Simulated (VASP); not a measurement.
C:

```
C
1.0
     2.51571    0.00000    0.00000
    -1.25786    2.17867    0.00000
     0.00000    0.00000    4.18971
C
4
Direct
  0.33333 0.66667 0.00017
  0.66667 0.33333 0.50017
  0.33333 0.66667 0.37483
  0.66667 0.33333 0.87483
```

This cell differs from its parent crystal: strain +0.5%.

Base run:

```yaml
Program: VASP 6.6.1
Functional: r2SCAN
Potentials_or_basis: VASP PAW PBE potentials, release 64 (C)
Cutoff: 520 eV
k_mesh: 12 × 12 × 6
Occupations: gaussian, width 0.01 eV
Spin: no spin polarisation
```

Its results: band gap on the k mesh 3.62 eV, indirect (least direct gap 5.18 eV); pressure -5.5 GPa.

Problem. The run is repeated on the same cell with these changes: potentials or basis from VASP PAW PBE potentials, release 64 (C) to VASP PAW PBE potentials, release 64 (C_h); cutoff from 520 eV to 910 eV; further incar settings from ALGO = Normal; EDIFF = 1e-07; NBANDS = 16 to ALGO = Normal; EDIFF = 1e-06; NBANDS = 16. What comes out?

Solution. Band gap on the k mesh 3.65 eV, indirect (least direct gap 5.22 eV); pressure -7.4 GPa.

Caveats: the PAW data sets were made with another functional, which shifts forces and pressure a little; the cutoff is under 1.25 times the usual one of these potentials, so pressure, stress and relaxed cells hold a basis-set (Pulay) error (some runs).

A k mesh can miss the band edges.
